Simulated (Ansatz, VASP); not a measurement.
## Al in VASP and in Ansatz

The input INCAR:

```
SYSTEM = Al
PREC = Accurate
ENCUT = 520
EDIFF = 1E-6
ISMEAR = 0
SIGMA = 0.15
LREAL = .FALSE.
LASPH = .TRUE.
NELM = 60
ALGO = Normal
ISIF = 2
LWAVE = .FALSE.
LCHARG = .FALSE.
GGA = PE
IVDW = 12
NBANDS = 8
```

Contents of KPOINTS:

```
regular mesh
0
G
  20 20 20
  0 0 0
```

Contents of POSCAR:

```
Al
1.0
    0.0000000000      2.0239800000      1.9632606000
    2.0239800000      0.0000000000      1.9632606000
    2.0239800000      2.0239800000      0.0000000000
Al
1
Direct
    0.0000000000      0.0000000000      0.0000000000
```

Input for Ansatz:

```yaml
crystal:
  lattice:
    - [0.0, 2.02398, 1.9632606]
    - [2.02398, 0.0, 1.9632606]
    - [2.02398, 2.02398, 0.0]
  atoms:
    - { symbol: Al, position: [0.0, 0.0, 0.0] }
basis:
  ecutwfc: 420
kpoints:
  mp_grid: { grid: [20, 20, 20] }
hamiltonian:
  xc: pbe
  dispersion: d3bj
scf:
  occupations: { method: gaussian, width: 0.15 }
output:
  forces: true
  stress: true
  eigenvalues: true
```

Change from the starting cell: strain -0.0300 x Voigt [0, 0, 1, 0, 0, 0], atoms carried along.

Alike in both runs: task single point; functional PBE; dispersion D3(BJ); k mesh 20 × 20 × 20; occupations gaussian, width 0.15 eV; no spin polarisation.

```csv
,VASP,Ansatz
version,VASP 6.6.1,Ansatz 0.2.0
potentials or method,"VASP PAW PBE potentials, release 64 (Al), cutoff 520 eV","scalar-relativistic, plane waves, PAW"
valence electrons in the cell,3,3
```

|  | VASP | Ansatz | Ansatz less VASP |
| --- | --- | --- | --- |
| gap on the k mesh at the Fermi level (eV) | none | none | - |
| pressure (GPa) | -1.5 | -1.5 | +0.04 |
| traceless stress, the component that is largest in VASP (GPa) | 0.76 | 0.76 | +0.002 |

A gap of «none» marks a metal or a gap that the smearing closes.
